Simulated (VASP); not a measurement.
**BP: relaxation of cell and atoms with PBEsol**

Crystal: BP.

```xyz
2
Lattice="0.0000 2.2601 2.2601 2.2601 0.0000 2.2601 2.2601 2.2601 0.0000" Properties=species:S:1:pos:R:3 pbc="T T T"
B     0.0000    0.0000    0.0000
P     3.3901    3.3901    3.3901
```

| Item | Value |
| --- | --- |
| Program | VASP 6.6.1 |
| Task | relaxation of cell and atoms |
| Functional | PBEsol |
| Potentials or basis | VASP PAW PBE potentials, release 64 (B, P) |
| Cutoff | 600 eV |
| k mesh | 8 × 8 × 8 |
| Occupations | gaussian, width 0.01 eV |
| Spin | no spin polarisation |
| Target pressure | 15 GPa |
| Dipole correction | no |
| Further INCAR settings | ALGO = Normal; EDIFF = 1e-06; IBRION = 2; EDIFFG = -0.002; NSW = 100; ISIF = 3 |

The relaxed volume is 10.70 Å³/atom, the relaxed cell is a = 3.116 Å, b = 3.116 Å, c = 3.116 Å, α = 60.00°, β = 60.00°, γ = 60.00° and the space group after relaxing (to 0.05 Å) is F-43m (No. 216). The energy change on relaxing (the enthalpy is what falls) is +37.6 meV/atom, the ionic steps are 6 and the pressure after relaxing is 15.0 GPa. The band gap on the k mesh is 1.05 eV, indirect (least direct gap 3.50 eV).

Step by step:
```
step  energy change (eV)  largest force (eV/Å)  pressure (GPa)  volume (Å³)
   1              0.0000                0.0000            0.13        23.09
   2              0.3429                0.0000           36.47        19.69
   3              0.0727                0.0000           14.73        21.43
   4              0.0757                0.0000           15.06        21.39
   5              0.0747                0.0000           14.96        21.40
   6              0.0751                0.0000           14.99        21.40
```

Final structure:
```
B P
1.0
     0.00000    2.20355    2.20355
     2.20355    0.00000    2.20355
     2.20355    2.20355    0.00000
B P
1 1
Direct
  0.00000 0.00000 0.00000
  0.75000 0.75000 0.75000
```

Levels at points of the mesh, in eV from the valence-band top:
```
           k point  band 2  band 3  band 4  band 5  band 6  band 7
(0.00, 0.00, 0.00)    0.00    0.00    0.00    3.50    3.50    3.50
(0.50, 0.00, 0.00)   -9.75   -1.87   -1.87    4.27    4.71    4.71
(0.50, 0.50, 0.00)   -9.06   -4.47   -4.47    1.05    1.44   12.93
```

Run time: 40 s on 1 thread of Intel Xeon 8259CL (shared host), peak memory 0.15 GiB.

Caveat: the cell is relaxed towards a set pressure, so the enthalpy falls and the energy may rise; the PAW data sets were made with another functional, which shifts forces and pressure a little. A k mesh can miss the band edges.
